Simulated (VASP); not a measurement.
Set up this calculation in VASP 6.6.1, as the native input.

```
Task                   : relaxation of cell and atoms
Functional             : PBE
Potentials or basis    : VASP PAW PBE potentials, release 64 (Hf_pv, Sn_d, S)
Cutoff                 : 500 eV
k mesh                 : 3 × 3 × 2
Occupations            : gaussian, width 0.15 eV
Spin                   : no spin polarisation
Dipole correction      : no
Further INCAR settings : ALGO = Normal; EDIFF = 1e-07; IBRION = 2; EDIFFG = -0.08; NSW = 36; ISIF = 3
```

The structure of Hf3SnS4 lies in POSCAR:

```
Hf3SnS4
1.0
    5.0694700300      0.0000000000      0.0000000000
    0.0000000000      5.0694700300      0.0000000000
    0.0000000000      0.0000000000      7.5611872000
Hf Sn S
3 1 4
Direct
    0.0000000000      0.5000000000      0.5000000000
    0.5000000000      0.0000000000      0.5000000000
    0.0000000000      0.0000000000      0.5000000000
    0.0000000000      0.0000000000      0.0000000000
    0.0000000000      0.5000000000      0.7619659900
    0.5000000000      0.0000000000      0.7619659900
    0.0000000000      0.5000000000      0.2380340100
    0.5000000000      0.0000000000      0.2380340100
```

The cell was generated, and may not be a known phase.

These files were run (other wordings do the same):

INCAR

```
  ALGO = Normal
  EDIFF = 1E-7
  EDIFFG = -0.08
  ENCUT = 500
  GGA = PE
  GGA_COMPAT = F
  IBRION = 2
  ISIF = 3
  ISMEAR = 0
  LASPH = T
  LCHARG = F
  LREAL = F
  LWAVE = F
  NELM = 120
  NELMIN = 4
  NSW = 36
  PREC = Accurate
  SIGMA = 0.15
```

KPOINTS

```
k-points
0
Gamma
  3 3 2
```

Potentials or basis: VASP PAW PBE potentials, release 64 (Hf_pv, Sn_d, S).

The run is started by

```sh
$ cat potpaw_PBE.64/Hf_pv/POTCAR potpaw_PBE.64/Sn_d/POTCAR potpaw_PBE.64/S/POTCAR > POTCAR
$ mpirun -np 1 vasp_std > vasp.out
```

It gave:

- Relaxed volume: 30.71 Å³/atom
- Relaxed cell: a = 5.500 Å, b = 5.500 Å, c = 8.123 Å, α = 90.00°, β = 90.00°, γ = 90.00°
- Space group after relaxing (to 0.1 Å): P4/mmm (No. 123)
- Pressure after relaxing: 0.0 GPa
- Largest force after relaxing: 0.031 eV/Å
- Band gap on the k mesh: zero (bands 34 and 35 overlap by 0.25 eV)

Caveat: the k points lie up to 0.39 Å⁻¹ apart in the final cell; the volume moved by over 15 % at a fixed basis, so the end points are rough; spin-orbit coupling is left out, which moves the levels of the heavy elements.

It took 25 min on 1 thread of Intel Xeon 8259CL (shared host), peak memory 0.33 GiB.
